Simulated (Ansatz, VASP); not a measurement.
## Si: VASP beside Ansatz

INCAR

```
PREC = Accurate
ENCUT = 520
EDIFF = 1E-6
ISMEAR = -1
SIGMA = 0.03
LREAL = False
LASPH = True
NELM = 80
ALGO = Normal
ISIF = 2
LWAVE = False
LCHARG = False
GGA = PE
NBANDS = 16
```

The input KPOINTS:

```
Automatic mesh
0
Gamma
  6 6 3
```

File POSCAR:

```
Si
1.0
    3.8313174605      0.0000000000      0.0000000000
   -1.9156587303      3.3180182508      0.0000000000
    0.0000000000      0.0000000000      6.3326220002
Si
4
Direct
    0.6666666667      0.3333333333      0.9369905000
    0.3333333333      0.6666666667      0.4369905000
    0.6666666667      0.3333333333      0.5630095000
    0.3333333333      0.6666666667      0.0630095000
```

The input input.yaml:

```yaml
crystal:
  lattice:
    - [3.8313174605, 0.0, 0.0]
    - [-1.9156587303, 3.3180182508, 0.0]
    - [0.0, 0.0, 6.3326220002]
  atoms:
    - { symbol: Si, position: [0.6666666667, 0.3333333333, 0.9369905] }
    - { symbol: Si, position: [0.3333333333, 0.6666666667, 0.4369905] }
    - { symbol: Si, position: [0.6666666667, 0.3333333333, 0.5630095] }
    - { symbol: Si, position: [0.3333333333, 0.6666666667, 0.0630095] }
kpoints:
  mp_grid: { grid: [6, 6, 3] }
scf:
  occupations: { method: fermi_dirac, width: 0.03 }
hamiltonian:
  xc: pbe
  pseudopotentials: { kind: all_electron, lapw: { basis_error: 0.003 } }
output:
  forces: true
  stress: true
  eigenvalues: true
```

Alike in both runs: task single point; functional PBE; k mesh 6 × 6 × 3; occupations fermi-dirac, width 0.03 eV; no spin polarisation.

|  | VASP | Ansatz |
| --- | --- | --- |
| version | VASP 6.6.1 | Ansatz 0.2.0 |
| potentials or method | VASP PAW PBE potentials, release 64 (Si), cutoff 520 eV | all-electron LAPW, scalar-relativistic |

VASP gave:

```
gap on the k mesh at the Fermi level (eV)                     : 0.42
least direct gap on the mesh (eV)                             : 1.03
pressure (GPa)                                                : 1.4
traceless stress, the component that is largest in VASP (GPa) : -0.05
rms of the force components (eV/Å)                            : 0.007
```

Problem. Estimate Ansatz's values.

Solution. gap on the k mesh at the Fermi level (eV): 0.42; least direct gap on the mesh (eV): 1.03; pressure (GPa): 1.5; traceless stress, the component that is largest in VASP (GPa): -0.05; rms of the force components (eV/Å): 0.006.

Atom by atom the forces differ by 0.000 eV/Å (rms over components). Ansatz ran all-electron here, and VASP with PAW potentials.
